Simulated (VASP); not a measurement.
# CdS (Hawleyite) (F-43m) in VASP: further runs

Runs on CdS (Hawleyite). Level: PBEsol. Tasks: single point.

Everything below comes from runs of VASP 6.6.1. Logs are shortened: lines on timing, memory, paths and dates and some standing lists are left out, and cuts for length are marked.

## (1) The cell of the first run

The structure is cubic, space group F-43m (No. 216). Conventional cell: a = 5.833 Å, b = 5.833 Å, c = 5.833 Å, α = 90.00°, β = 90.00°, γ = 90.00°. Within 3.3 Å of Cd (site symmetry -43m) lie 4 S at 2.53 Å. Within 3.3 Å of S (site symmetry -43m) lie 4 Cd at 2.53 Å.

## (2) Single point, PBEsol

INCAR reads:

```
SYSTEM = CdS
PREC = Accurate
ENCUT = 520
EDIFF = 1E-6
ISMEAR = 1
SIGMA = 0.1
LREAL = .False.
LASPH = .True.
NELM = 100
ALGO = Normal
ISIF = 2
LWAVE = .False.
LCHARG = .True.
GGA = PS
LELF = .True.
LVHAR = .True.
NBANDS = 16
```

KPOINTS reads:

```
Automatic mesh
0
Gamma
  6 6 6
  0 0 0
```

POSCAR reads:

```
CdS
1.0
    0.0000000000      2.9165000000      2.9165000000
    2.9165000000      0.0000000000      2.9165000000
    2.9165000000      2.9165000000      0.0000000000
Cd S
1 1
Direct
    0.0000000000      0.0000000000      0.0000000000
    0.2500000000      0.2500000000      0.2500000000
```

Potentials or basis: VASP PAW PBE potentials, release 64 (Cd, S).

On the command line:

```
$ cat potpaw_PBE.64/Cd/POTCAR potpaw_PBE.64/S/POTCAR > POTCAR
$ mpirun -np 1 vasp_std > vasp.out
```

OUTCAR:

```text
SYSTEM = CdS
   PREC = Accurate
   ENCUT = 520
   EDIFF = 1E-6
   ISMEAR = 1
   LREAL = .False.
   LASPH = .True.
   NELM = 100
   ISIF = 2
   GGA = PS

 ion  position               nearest neighbor table
   1  0.000  0.000  0.000-   2 2.53   2 2.53   2 2.53   2 2.53
   2  0.250  0.250  0.250-   1 2.53   1 2.53   1 2.53   1 2.53

  LATTYP: Found a face centered cubic cell.
 ALAT       =     5.8330000000

  Lattice vectors:

 A1 = (   0.0000000000,   2.9165000000,   2.9165000000)
 A2 = (   2.9165000000,   0.0000000000,   2.9165000000)
 A3 = (   2.9165000000,   2.9165000000,   0.0000000000)

Analysis of symmetry for initial positions (statically):
=====================================================================
 Subroutine PRICEL returns:
 Original cell was already a primitive cell.

 Routine SETGRP: Setting up the symmetry group for a
 face centered cubic supercell.

 Subroutine GETGRP returns: Found 24 space group operations
 (whereof 24 operations were pure point group operations)
 out of a pool of 48 trial point group operations.

The static configuration has the point symmetry T_d .

Analysis of symmetry for dynamics (positions and initial velocities):
=====================================================================
 Subroutine PRICEL returns:
 Original cell was already a primitive cell.

 Routine SETGRP: Setting up the symmetry group for a
 face centered cubic supercell.

 Subroutine GETGRP returns: Found 24 space group operations
 (whereof 24 operations were pure point group operations)
 out of a pool of 48 trial point group operations.

The dynamic configuration has the point symmetry T_d .

 Subroutine INISYM returns: Found 24 space group operations
 (whereof 24 operations are pure point group operations),
 and found     1 'primitive' translations

----------------------------------------------------------------------------------------

                                     Primitive cell

  volume of cell :      49.6153

  direct lattice vectors                    reciprocal lattice vectors
     0.000000000  2.916500000  2.916500000    -0.171438368  0.171438368  0.171438368
     2.916500000  0.000000000  2.916500000     0.171438368 -0.171438368  0.171438368
     2.916500000  2.916500000  0.000000000     0.171438368  0.171438368 -0.171438368

  length of vectors
     4.124553855  4.124553855  4.124553855     0.296939964  0.296939964  0.296939964

  position of ions in fractional coordinates (direct lattice)
     0.000000000  0.000000000  0.000000000
     0.250000000  0.250000000  0.250000000

  ion indices of the primitive-cell ions
   primitive index   ion index
                 1           1
                 2           2

----------------------------------------------------------------------------------------

 KPOINTS: Automatic mesh

Automatic generation of k-mesh.
 Grid dimensions read from file:
 generate k-points for:    6    6    6

 Generating k-lattice:

  Cartesian coordinates                     Fractional coordinates (reciprocal lattice)
    -0.028573061  0.028573061  0.028573061     0.166666667  0.000000000  0.000000000
     0.028573061 -0.028573061  0.028573061     0.000000000  0.166666667  0.000000000
     0.028573061  0.028573061 -0.028573061     0.000000000  0.000000000  0.166666667

  Length of vectors
     0.049489994  0.049489994  0.049489994

  Shift w.r.t. Gamma in fractional coordinates (k-lattice)
     0.000000000  0.000000000  0.000000000

 Subroutine IBZKPT returns following result:
 ===========================================

 Found     16 irreducible k-points:

 Following reciprocal coordinates:
            Coordinates               Weight
  0.000000  0.000000  0.000000      1.000000
  0.166667  0.000000  0.000000      8.000000
  0.333333  0.000000  0.000000      8.000000
  0.500000  0.000000  0.000000      4.000000
  0.166667  0.166667  0.000000      6.000000
  0.333333  0.166667  0.000000     24.000000
[... 8 lines left out ...]
 -0.333333  0.333333  0.166667     24.000000
 -0.333333  0.500000  0.166667     12.000000
   k-points           NKPTS =     16   k-points in BZ     NKDIM =     16   number of bands    NBANDS=     16
   number of dos      NEDOS =    301   number of ions     NIONS =      2
   total plane-waves  NPLWV =  32768
   dimension x,y,z NGX =    32 NGY =   32 NGZ =   32
   dimension x,y,z NGXF=    64 NGYF=   64 NGZF=   64
   ions per type =               1   1
   NGX,Y,Z   is equivalent  to a cutoff of  12.90, 12.90, 12.90 a.u.
   NGXF,Y,Z  is equivalent  to a cutoff of  25.80, 25.80, 25.80 a.u.
 SYSTEM =  CdS
   PREC   = accura    normal or accurate (medium, high low for compatibility)
   ISTART =      0    job   : 0-new  1-cont  2-samecut
   ICHARG =      2    charge: 1-file 2-atom 10-const
   ISPIN  =      1    spin polarized calculation?
   LNONCOLLINEAR =      F non collinear calculations
   LSORBIT =      F    spin-orbit coupling
   LASPH  =      T    aspherical Exc in radial PAW
   ENCUT  =  520.0 eV  38.22 Ry    6.18 a.u.   7.67  7.67  7.67*2*pi/ulx,y,z
   NELM   =    100;   NELMIN=  2; NELMDL= -5     # of ELM steps
   EDIFF  = 0.1E-05   stopping-criterion for ELM
   LREAL  =      F    real-space projection
   EDIFFG = 0.1E-04   stopping-criterion for IOM
   NSW    =      0    number of steps for IOM
   IBRION =     -1    ionic relax: 0-MD 1-quasi-New 2-CG
   NFREE  =      0    steps in history (QN), initial steepest desc. (CG)
   ISIF   =      2    stress and relaxation
   ISYM   =      2    0-nonsym 1-usesym 2-fastsym
   POTIM  = 0.5000    time-step for ionic-motion
   TEBEG  =    0.0;   TEEND  =   0.0 temperature during run
   PSTRESS=    0.0 pullay stress
   NELECT =      18.0000    total number of electrons
   NUPDOWN=      -1.0000    fix difference up-down
   EMIN   =  10.00;   EMAX   =-10.00  energy-range for DOS
   EFERMI =   0.00;   METHOD = LEGACY
   ISMEAR =     1;   SIGMA  =   0.10  broadening in eV -4-tet -1-fermi 0-gaus
   EFERMI_NEDOS =   21; number of points for ismear=-14 and -15
   IALGO  =     38    algorithm
   IMIX   =      4    mixing-type and parameters
     AMIX     =   0.40;   BMIX     =  1.00
     AMIX_MAG =   1.60;   BMIX_MAG =  1.00
  volume/ion in A,a.u.               =      24.81       167.41
  Fermi-wavevector in a.u.,A,eV,Ry     =   1.167599  2.206442 18.548649  1.363287
  Thomas-Fermi vector in A             =   2.304097
   LORBIT       =      0    0 simple, 1 ext, 2 COOP (PROOUT), +10 PAW based schemes
   GGA     = PS    functional components
   LHFCALC =     F    Hartree Fock is set to
   AEXX    =    0.0000 exact exchange contribution
   IVDW    =     0    specifies the selected vdW correction
   LEPSILON=     F    determine dielectric tensor
   LRPA    =     F    only Hartree local field effects (RPA)
 non-spin polarized calculation
 Methfessel and Paxton  Order N= 1 SIGMA  =   0.10
  energy-cutoff  :      520.00
  volume of cell :       49.62
 maximum number of plane-waves:      1363
 NGX is ok and might be reduce to    32
   NGX = 15   NGY = 15   NGZ = 15

 number of electron      18.0000004 magnetization

 Free energy of the ion-electron system (eV)
  ---------------------------------------------------
  ext. energy  EPLUGINS =         0.00000000
  ---------------------------------------------------
  free energy    TOTEN  =        -6.81087857 eV

  energy without entropy =       -6.81096366  energy(sigma->0) =       -6.81090693

 E-fermi :   1.2985     XC(G=0):  -9.3772

 val. band max:        1.2146102475   @ k =   0.0000   0.0000   0.0000
 cond. band min:       2.2213474332   @ k =   0.0000   0.0000   0.0000
 fundamental gap:      1.0067371858
 Fermi energy:         1.2984705667

 k-point     1 :       0.0000    0.0000    0.0000
  band No.  band energies     occupation
      1     -11.1697      2.00000
      2      -6.5169      2.00000
      3      -6.5169      2.00000
      4      -6.5169      2.00000
      5      -6.0289      2.00000
      6      -6.0289      2.00000
[... 8 lines left out ...]
     15      12.6591      0.00000
     16      12.6591      0.00000

 k-point     2 :       0.1667    0.0000    0.0000
  band No.  band energies     occupation
      1     -11.0605      2.00000
      2      -6.4786      2.00000
      3      -6.4786      2.00000
      4      -6.4193      2.00000
      5      -6.0299      2.00000
      6      -6.0299      2.00000
[... 8 lines left out ...]
     15      11.8281      0.00000
     16      12.8402      0.00000

 k-point     3 :       0.3333    0.0000    0.0000
  band No.  band energies     occupation
      1     -10.8405      2.00000
      2      -6.4164      2.00000
      3      -6.4164      2.00000
      4      -6.0478      2.00000
      5      -6.0123      2.00000
      6      -6.0123      2.00000
[... 8 lines left out ...]
     15      12.2483      0.00000
     16      12.2483      0.00000

 k-point     4 :       0.5000    0.0000    0.0000
  band No.  band energies     occupation
      1     -10.7311      2.00000
      2      -6.3950      2.00000
      3      -6.3950      2.00000
      4      -5.9909      2.00000
      5      -5.9909      2.00000
      6      -5.6478      2.00000
[... 8 lines left out ...]
     15      13.7186      0.00000
     16      13.7186      0.00000
[... 172 lines left out ...]
 k-point    14 :       0.5000    0.3333    0.1667
  band No.  band energies     occupation
      1     -10.7004      2.00000
      2      -6.3260      2.00000
      3      -6.3182      2.00000
      4      -6.1302      2.00000
      5      -5.9891      2.00000
      6      -5.7411      2.00000
[... 8 lines left out ...]
     15      14.1428      0.00000
     16      14.3982      0.00000

 k-point    15 :      -0.3333    0.3333    0.1667
  band No.  band energies     occupation
      1     -10.6310      2.00000
      2      -6.3228      2.00000
      3      -6.2782      2.00000
      4      -6.0721      2.00000
      5      -6.0110      2.00000
      6      -5.4683      2.00000
[... 8 lines left out ...]
     15      13.5845      0.00000
     16      14.5053      0.00000

 k-point    16 :      -0.3333    0.5000    0.1667
  band No.  band energies     occupation
      1     -10.5971      2.00000
      2      -6.2884      2.00000
      3      -6.2406      2.00000
      4      -6.1096      2.00000
      5      -5.9867      2.00000
      6      -5.4374      2.00000
[... 8 lines left out ...]
     15      14.3925      0.00000
     16      14.4183      0.00000

------------------------ aborting loop because EDIFF is reached ----------------------------------------

  FORCE on cell =-STRESS in cart. coord.  units (eV):
  Direction    XX          YY          ZZ          XY          YZ          ZX
  --------------------------------------------------------------------------------------
  -------------------------------------------------------------------------------------
  Total        0.0378439      0.0378439      0.0378439      0.0000000      0.0000000      0.0000000
  in kB        1.2220540      1.2220540      1.2220540      0.0000000      0.0000000      0.0000000
  external PRESSURE =       1.2220540 kB  Pullay stress =       0.0000000 kB

 VOLUME and BASIS-vectors are now :
 -----------------------------------------------------------------------------
  energy-cutoff  :      520.00
  volume of cell :       49.62
      direct lattice vectors                 reciprocal lattice vectors
     0.000000000  2.916500000  2.916500000    -0.171438368  0.171438368  0.171438368
     2.916500000  0.000000000  2.916500000     0.171438368 -0.171438368  0.171438368
     2.916500000  2.916500000  0.000000000     0.171438368  0.171438368 -0.171438368

 POSITION                                       TOTAL-FORCE (eV/Angst)
 -----------------------------------------------------------------------------------
      0.00000      0.00000      0.00000        -0.000000     -0.000000     -0.000000
      1.45825      1.45825      1.45825         0.000000      0.000000      0.000000
 -----------------------------------------------------------------------------------
    total drift:                               -0.000000     -0.000000     -0.000000

  FREE ENERGIE OF THE ION-ELECTRON SYSTEM (eV)
  ---------------------------------------------------
  free  energy   TOTEN  =        -6.8108785699 eV

  energy  without entropy=       -6.8109636558  energy(sigma->0) =       -6.81090693
```

Wall time 10 s (1 thread of AMD EPYC 9R14 (Zen 4), shared host); peak memory 0.15 GiB.

What came out:

- Free energy: -6.8109 eV
- Pressure: 0.1 GPa
- Band gap on the k mesh: 1.01 eV, direct

Caveat: the PAW data sets were made with another functional, which shifts forces and pressure a little.

## (3) Single point, PBEsol

INCAR reads:

```
ALGO     = Normal         # electronic algorithm
EDIFF    = 1E-6           # SCF threshold, eV
ENCUT    = 520            # plane-wave cutoff, eV
GGA      = PS             # functional
ISIF     = 2              # what is computed and relaxed
ISMEAR   = 1              # smearing method
LASPH    = True           # aspherical terms in the spheres
LCHARG   = False          # write CHGCAR
LREAL    = False          # projectors in reciprocal space
LWAVE    = False          # write WAVECAR
NBANDS   = 16             # bands
NELM     = 60             # most SCF steps
PREC     = Accurate       # precision mode
SIGMA    = 0.1            # smearing width, eV
```

KPOINTS reads:

```
k-points
0
Gamma
  8 8 8
```

POSCAR is that of step 2.

Potentials or basis: VASP PAW PBE potentials, release 64 (Cd, S).

On the command line:

```
$ cat potpaw_PBE.64/Cd/POTCAR potpaw_PBE.64/S/POTCAR > POTCAR
$ mpirun -np 1 vasp_std > vasp.out
```

Run time: 15 s. Hardware: 1 thread of AMD EPYC 9R14 (Zen 4), shared host; peak memory 0.15 GiB.

The run converged. Its results:

```
Free energy            : -6.8135 eV
Pressure               : 0.1 GPa
Band gap on the k mesh : 1.01 eV, direct
```

Levels at points of the mesh, in eV from the valence-band top:
```tsv
k point	band 6	band 7	band 8	band 9	band 10	band 11	band 12	band 13
(0.00, 0.00, 0.00)	-7.24	0.00	0.00	0.00	1.01	6.44	6.44	6.44
(0.50, 0.00, 0.00)	-6.86	-4.48	-0.76	-0.76	2.89	6.91	6.91	7.33
(0.50, 0.50, 0.00)	-6.80	-4.02	-1.91	-1.91	3.39	4.25	9.08	10.67
```

Caveat: the PAW data sets were made with another functional, which shifts forces and pressure a little. A hybrid or GW would open this gap; PBEsol tends to underestimate it.
